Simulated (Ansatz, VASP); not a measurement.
## One calculation of Os, two programs

```xyz
1
Lattice="0.0000 1.9220 1.9220 1.9220 0.0000 1.9220 1.9220 1.9220 0.0000" Properties=species:S:1:pos:R:3 pbc="T T T"
Os    0.0000    0.0000    0.0000
```

Alike in both runs: task single point; functional BLYP; k mesh 4 × 4 × 4; no spin polarisation.

|  | VASP | Ansatz |
| --- | --- | --- |
| version | VASP 6.6.1 | Ansatz 0.2.0 |
| potentials or method | VASP PAW PBE potentials, release 64 (Os_sv_GW), cutoff 560 eV | scalar-relativistic, plane waves, PAW |
| occupations | fermi-dirac, width 0.272114 eV | fermi-dirac |
| valence electrons in the cell | 16 | 16 |

|  | VASP | Ansatz | Ansatz less VASP |
| --- | --- | --- | --- |
| gap on the k mesh at the Fermi level (eV) | none | none | - |
| pressure (GPa) | 21.6 | 21.4 | -0.16 |

VASP's potentials were made for PBE, not for BLYP. A gap of «none» marks a metal or a gap that the smearing closes.

The k mesh is coarse, so the values compare programs but aren't converged. Neither program's run includes spin-orbit coupling.
